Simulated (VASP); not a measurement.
A run of VASP 6.6.1 is set up as follows.

The input INCAR:

```
SYSTEM = BN
PREC = Accurate ; ENCUT = 520
EDIFF = 1E-6 ; ISMEAR = 0
SIGMA = 0.05 ; LREAL = .FALSE.
LASPH = .TRUE. ; NELM = 60
ALGO = Normal ; ISIF = 2
LWAVE = .FALSE. ; LCHARG = .FALSE.
GGA = PE ; NBANDS = 16
```

KPOINTS

```
Automatic mesh
0
G
  12 12 6
  0 0 0
```

The input POSCAR:

```
BN
1.0
    2.5545800962      0.0000000000      0.0000000000
   -1.2772900481      2.2123312593      0.0000000000
    0.0000000000      0.0000000000      4.2245145363
B N
2 2
Direct
    0.6638401798      0.3471767777      1.0070706568
    0.3305068465      0.6805101110      0.5070706568
    0.6694931535      0.3194898890      0.6179293432
    0.3361598202      0.6528232223      0.1179293432
```

Potentials or basis: VASP PAW PBE potentials, release 64 (B, N).

Run with:

```sh
$ cat potpaw_PBE.64/B/POTCAR potpaw_PBE.64/N/POTCAR > POTCAR
$ mpirun -np 1 vasp_std > vasp.out
```

**Question.** Predict the pressure.

**Answer.** 3.8 GPa.

**Question.** Estimate the band gap on the k mesh.

**Answer.** 5.32 eV (least direct gap 7.52 eV).

Stress tensor (GPa, compression positive):
```
 3.88 -1.20 -1.86
-1.20  4.35  2.29
-1.86  2.29  3.28
```

Caveat: the cell differs from its parent crystal (all B atoms moved 0.1 Å in one direction); the cell stands under pressure; forces of over 1 eV/Å act on the atoms, so gaps and moduli don't describe the material at rest. A k mesh can miss the band edges.
